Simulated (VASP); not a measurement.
Write the native input for VASP 6.6.1 that does the following.

```yaml
Task: relaxation of cell and atoms
Functional: PBE
Potentials_or_basis: VASP PAW PBE potentials, release 64 (Hf_pv, C)
Cutoff: 600 eV
k_mesh: 14 × 14 × 14
Occupations: fermi-dirac, width 0.1 eV
Spin: no spin polarisation
Target_pressure: 94 GPa
Dipole_correction: no
Further_INCAR_settings: ALGO = Normal; EDIFF = 1e-07; IBRION = 2; EDIFFG = -0.005; NSW = 60; ISIF = 3
```

The structure of HfC (CsCl type) lies in POSCAR:

```
HfC
1.0
    2.6577503081      0.0000000000      0.0000000000
    0.0000000000      2.6577503081      0.0000000000
    0.0000000000      0.0000000000      2.6577503081
Hf C
1 1
Direct
    0.0000000000      0.0000000000      0.0000000000
    0.5000000000      0.5000000000      0.5000000000
```

One way to write it, as run:

INCAR

```
SYSTEM = HfC
  ALGO = Normal
  EDIFF = 1E-7
  EDIFFG = -0.005
  ENCUT = 600
  GGA = PE
  IBRION = 2
  ISIF = 3
  ISMEAR = -1
  LASPH = .True.
  LCHARG = .False.
  LREAL = .False.
  LWAVE = .False.
  NELM = 60
  NSW = 60
  PREC = Accurate
  PSTRESS = 940.0
  SIGMA = 0.1
```

KPOINTS

```
k-points
0
Gamma
  14 14 14
  0 0 0
```

Potentials or basis: VASP PAW PBE potentials, release 64 (Hf_pv, C).

Launch:

```bash
$ cat potpaw_PBE.64/Hf_pv/POTCAR potpaw_PBE.64/C/POTCAR > POTCAR
$ mpirun -np 1 vasp_std > vasp.out
```

Results of the run:

```
Relaxed volume                                             : 9.29 Å³/atom
Relaxed cell                                               : a = 2.648 Å, b = 2.648 Å, c = 2.648 Å, α = 90.00°, β = 90.00°, γ = 90.00°
Space group after relaxing (to 0.1 Å)                      : Pm-3m (No. 221)
Energy change on relaxing (the run minimises the enthalpy) : +57.0 meV/atom
Ionic steps                                                : 3
Pressure after relaxing                                    : 93.9 GPa
Band gap on the k mesh                                     : zero (bands 7 and 8 overlap by 2.90 eV)
```

Caveat: the cell is relaxed towards a set pressure, so the run minimises the enthalpy, not the energy; spin-orbit coupling is left out, which moves the levels of the heavy elements.

It took 79 s on 1 thread of Intel Xeon 8259CL (shared host), peak memory 0.18 GiB.
